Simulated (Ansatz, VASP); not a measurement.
## W: VASP beside Ansatz

```xyz
1
Lattice="-1.5772 1.5772 1.5772 1.5772 -1.5772 1.5772 1.5772 1.5772 -1.5772" Properties=species:S:1:pos:R:3 pbc="T T T"
W     0.0000    0.0000    0.0000
```

Alike in both runs: task single point; functional PBEsol; k mesh 24 × 24 × 24; non-collinear spin, spin-orbit coupling.

|  | VASP | Ansatz |
| --- | --- | --- |
| version | VASP 6.6.1 | Ansatz 0.2.0 |
| potentials or method | VASP PAW PBE potentials, release 64 (W_sv) | plane-wave PAW |
| plane-wave cutoff (eV) | 520 | 420 |
| occupations | methfessel-paxton of order 1, width 0.1 eV | cold, width 0.1 eV |
| valence electrons in the cell | 14 | 14 |

Ansatz gave:

| Property | Result |
| --- | --- |
| pressure (GPa) | 0.5 |
| net moment per atom (μB) | 0.00 |

Task: Which values does VASP return?

Result: Pressure (GPa): 1.5; net moment per atom (μB): 0.00.

VASP's potentials were made for PBE, not for PBEsol, and Ansatz warns of the same on its side.
